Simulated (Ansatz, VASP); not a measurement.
## InWSe3 in VASP and in Ansatz

INCAR

```
SYSTEM = InWSe3
  PREC = Accurate
  ENCUT = 600
  EDIFF = 1E-7
  ISMEAR = 0
  SIGMA = 0.1
  LREAL = .False.
  LASPH = .True.
  NELM = 80
  ALGO = Fast
  ISIF = 3
  LWAVE = .False.
  LCHARG = .False.
  GGA = PE
  IBRION = 2
  NSW = 100
  EDIFFG = -0.01
```

KPOINTS

```
regular mesh
0
Gamma
  6 6 8
  0 0 0
```

Contents of POSCAR:

```
InWSe3
1.0
    7.1916717326      0.0000000000      0.0000000000
   -3.5958358663      6.2281704161      0.0000000000
    0.0000000000      0.0000000000      5.7210705748
In W Se
2 2 6
Direct
    0.3333333333      0.6666666667      0.7500000000
    0.6666666667      0.3333333333      0.2500000000
    0.0000000000      0.0000000000      0.0000000000
    0.0000000000      0.0000000000      0.5000000000
    0.1702088212      0.8297911788      0.2500000000
    0.3404176424      0.1702088212      0.7500000000
    0.1702088212      0.3404176424      0.2500000000
    0.8297911788      0.1702088212      0.7500000000
    0.6595823576      0.8297911788      0.2500000000
    0.8297911788      0.6595823576      0.7500000000
```

Input for Ansatz:

```yaml
crystal:
  lattice:
    - [7.1916717326, 0.0, 0.0]
    - [-3.5958358663, 6.2281704161, 0.0]
    - [0.0, 0.0, 5.7210705748]
  atoms:
    - { symbol: In, position: [0.3333333333, 0.6666666667, 0.75] }
    - { symbol: In, position: [0.6666666667, 0.3333333333, 0.25] }
    - { symbol: W, position: [0.0, 0.0, 0.0] }
    - { symbol: W, position: [0.0, 0.0, 0.5] }
    - { symbol: Se, position: [0.1702088212, 0.8297911788, 0.25] }
    - { symbol: Se, position: [0.3404176424, 0.1702088212, 0.75] }
    - { symbol: Se, position: [0.1702088212, 0.3404176424, 0.25] }
    - { symbol: Se, position: [0.8297911788, 0.1702088212, 0.75] }
    - { symbol: Se, position: [0.6595823576, 0.8297911788, 0.25] }
    - { symbol: Se, position: [0.8297911788, 0.6595823576, 0.75] }
basis:
  ecutwfc: 420
kpoints:
  mp_grid: { grid: [6, 6, 8] }
hamiltonian:
  xc: pbe
scf:
  occupations: { method: gaussian, width: 0.1 }
output:
  forces: true
  stress: true
  eigenvalues: true
  write_density: true
  write_potential: true
  elf: true
  volumetric_format: npy
relax:
  adjacent_minimum: "off"
  f_tol: 0.01
  max_steps: 80
  cell: { stress_tol: 0.05 }
```

Change from the starting cell: species swapped into the CsCoCl3 type (P6_3/mmc, No. 194).

Alike in both runs: task relaxation of cell and atoms; functional PBE; k mesh 6 × 6 × 8; occupations gaussian, width 0.1 eV; no spin polarisation.

```csv
,VASP,Ansatz
version,VASP 6.6.1,Ansatz 0.2.0
potentials or method,"VASP PAW PBE potentials, release 64 (In_d, W_sv, Se), cutoff 600 eV","scalar-relativistic, plane waves, PAW"
valence electrons in the cell,90,150
```

|  | VASP | Ansatz | Ansatz less VASP |
| --- | --- | --- | --- |
| gap on the k mesh at the Fermi level, each at its own relaxed structure (eV) | none | none | - |
| relaxed volume (Å³/atom) | 25.48 | 25.47 | -0.003 |
| relaxed length of the cell vector where the two differ most in proportion (Å) | 5.729 | 5.726 | -0.0031 |

A gap of «none» marks a metal or a gap that the smearing closes. VASP's potentials hold 90 valence electrons a cell and Ansatz's 150, so a difference there can come from the potentials and not from the codes.

Neither program's run includes spin-orbit coupling.
